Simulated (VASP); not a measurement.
# Ag (P6/mmm) in VASP: a series of runs, part 2 of 2

VASP 6.6.1. The steps go on from the part before.

### 5 Single point, PBE

This run uses another cell than the first one, of 13.21 Å³/atom, 1.360 times its volume.

Contents of INCAR:

```
PREC     = Accurate       # precision mode
ENCUT    = 520            # plane-wave cutoff, eV
EDIFF    = 1E-6           # SCF threshold, eV
ISMEAR   = -1             # smearing method
SIGMA    = 0.08           # smearing width, eV
LREAL    = F              # projectors in reciprocal space
LASPH    = T              # aspherical terms in the spheres
NELM     = 60             # most SCF steps
ALGO     = Normal         # electronic algorithm
ISIF     = 2              # what is computed and relaxed
LWAVE    = F              # write WAVECAR
LCHARG   = F              # write CHGCAR
GGA      = PE             # functional
NBANDS   = 12             # bands
```

Contents of KPOINTS:

```
regular mesh
0
Gamma
  15 15 14
```

Contents of POSCAR:

```
Ag
1.0
    2.5130750006      0.0000000000      0.0000000000
   -1.2565375003      2.1763867921      0.0000000000
    0.0000000000      0.0000000000      2.4152672835
Ag
1
Direct
    0.0000000000      0.0000000000      0.0000000000
```

Potentials or basis: VASP PAW PBE potentials, release 64 (Ag).

Command:

```bash
$ cat potpaw_PBE.64/Ag/POTCAR > POTCAR
$ mpirun -np 1 vasp_std > vasp.out
```

OUTCAR:

```text
PREC = Accurate
   ENCUT = 520
   EDIFF = 1E-6
   ISMEAR = -1
   LREAL = F
   LASPH = T
   NELM = 60
   ISIF = 2
   GGA = PE

 ion  position               nearest neighbor table
   1  0.000  0.000  0.000-

  LATTYP: Found a hexagonal cell.
 ALAT       =     2.5130750006
 C/A-ratio  =     0.9610804624

  Lattice vectors:

 A1 = (   2.5130750006,   0.0000000000,   0.0000000000)
 A2 = (  -1.2565375003,   2.1763867921,   0.0000000000)
 A3 = (   0.0000000000,   0.0000000000,   2.4152672835)

Analysis of symmetry for initial positions (statically):
=====================================================================
 Subroutine PRICEL returns:
 Original cell was already a primitive cell.

 Routine SETGRP: Setting up the symmetry group for a
 hexagonal supercell.

 Subroutine GETGRP returns: Found 24 space group operations
 (whereof 24 operations were pure point group operations)
 out of a pool of 24 trial point group operations.

The static configuration has the point symmetry D_6h.

Analysis of symmetry for dynamics (positions and initial velocities):
=====================================================================
[... 160 lines left out ...]
 fundamental gap:      0.0902509635
 Fermi energy:        12.5782655201

 k-point     1 :       0.0000    0.0000    0.0000
  band No.  band energies     occupation
      1       2.7738      2.00000
      2       3.9971      2.00000
      3       6.5042      2.00000
      4       6.5042      2.00000
      5       9.6631      2.00000
      6       9.6631      2.00000
      7      28.6786      0.00000
      8      29.3218      0.00000
      9      35.7964      0.00000
     10      35.7964      0.00000
     11      36.9753      0.00000
     12      41.0099      0.00000
[... 331 lines left out ...]
 k-point    24 :       0.4000    0.2000    0.0000
  band No.  band energies     occupation
      1       4.8675      2.00000
      2       5.2494      2.00000
      3       7.5522      2.00000
      4       7.9022      2.00000
      5       8.7680      2.00000
      6      14.7001      0.00000
      7      17.8732      0.00000
      8      22.1233      0.00000
      9      33.7614      0.00000
     10      39.0453      0.00000
     11      39.1365      0.00000
     12      41.2346      0.00000

 [... further k-points ...]
[... 5 lines left out ...]
  --------------------------------------------------------------------------------------
  -------------------------------------------------------------------------------------
  Total        7.1653790      7.1653790      7.1438583     -0.0000000     -0.0000000      0.0000000
  in kB      869.0465026    869.0465026    866.4363945     -0.0000000     -0.0000000      0.0000000
  external PRESSURE =     868.1764666 kB  Pullay stress =       0.0000000 kB

 VOLUME and BASIS-vectors are now :
 -----------------------------------------------------------------------------
  energy-cutoff  :      520.00
  volume of cell :       13.21
      direct lattice vectors                 reciprocal lattice vectors
     2.513075001  0.000000000  0.000000000     0.397918884  0.229738575  0.000000000
    -1.256537500  2.176386792  0.000000000     0.000000000  0.459477150  0.000000000
     0.000000000  0.000000000  2.415267283     0.000000000  0.000000000  0.414032851

 POSITION                                       TOTAL-FORCE (eV/Angst)
 -----------------------------------------------------------------------------------
      0.00000      0.00000      0.00000         0.000000      0.000000      0.000000
 -----------------------------------------------------------------------------------
    total drift:                               -0.000000      0.000000     -0.000000

  FREE ENERGIE OF THE ION-ELECTRON SYSTEM (eV)
  ---------------------------------------------------
  free  energy   TOTEN  =        -1.4270500152 eV

  energy  without entropy=       -1.4227042807  energy(sigma->0) =       -1.42487715
```

OSZICAR:

```text
N       E                     dE             d eps       ncg     rms          rms(c)
DAV:   1     0.544453819079E+02    0.54445E+02   -0.56908E+03  5272   0.866E+02
DAV:   2    -0.883357376170E+00   -0.55329E+02   -0.52503E+02  6084   0.209E+02
DAV:   3    -0.171234150745E+01   -0.82898E+00   -0.82863E+00  6104   0.258E+01
DAV:   4    -0.171465621863E+01   -0.23147E-02   -0.23146E-02  6096   0.144E+00
DAV:   5    -0.171467024337E+01   -0.14025E-04   -0.14026E-04  6152   0.979E-02    0.123E+01
DAV:   6    -0.146634018115E+01    0.24833E+00   -0.63248E-01  6012   0.755E+00    0.729E+00
DAV:   7    -0.143225353134E+01    0.34087E-01   -0.50977E-02  6124   0.209E+00    0.275E+00
DAV:   8    -0.142703146559E+01    0.52221E-02   -0.30088E-03  5916   0.575E-01    0.147E-01
DAV:   9    -0.142704443001E+01   -0.12964E-04   -0.11086E-05  6112   0.322E-02    0.157E-02
DAV:  10    -0.142704997782E+01   -0.55478E-05   -0.31797E-06  6116   0.137E-02    0.985E-04
DAV:  11    -0.142705001525E+01   -0.37430E-07   -0.41626E-08  3364   0.171E-03
   1 F= -.14270500E+01 E0= -.14248771E+01  d E =-.434573E-02
```

stdout:

```text
POSCAR found type information on POSCAR Ag
 POSCAR found :  1 types and       1 ions
 scaLAPACK will be used
 LDA part: xc-table for (Slater+PW92), standard interpolation
 POSCAR, INCAR and KPOINTS ok, starting setup
 FFT: planning ... GRIDC
 FFT: planning ... GRID_SOFT
 FFT: planning ... GRID
 WAVECAR not read
 entering main loop
```

Wall time 25 s (1 thread of AMD EPYC 7R43 (Zen 3), shared host); peak memory 0.11 GiB.

What came out:

* Free energy: -1.4271 eV
* Pressure: 86.8 GPa

### 6 The runs side by side

```csv
cell,gap on the mesh (eV),pressure (GPa)
"a = 2.271, b = 2.271, c = 2.175 Å, angles 90.0, 90.0, 120.0°, 1 atom",none,358.8
"a = 2.385, b = 2.385, c = 2.287 Å, angles 90.0, 90.0, 120.0°, 1 atom",none,189.8
"a = 2.513, b = 2.513, c = 2.415 Å, angles 90.0, 90.0, 120.0°, 1 atom",none,86.8
```

Alike in all rows: task single point; level PBE; potentials or basis VASP PAW PBE potentials, release 64 (Ag); no spin polarisation; k mesh 15 × 15 × 14; cutoff (eV) 520; smearing fermi-dirac 0.08 eV.

Absolute energies hang on the potentials; compare differences alone.
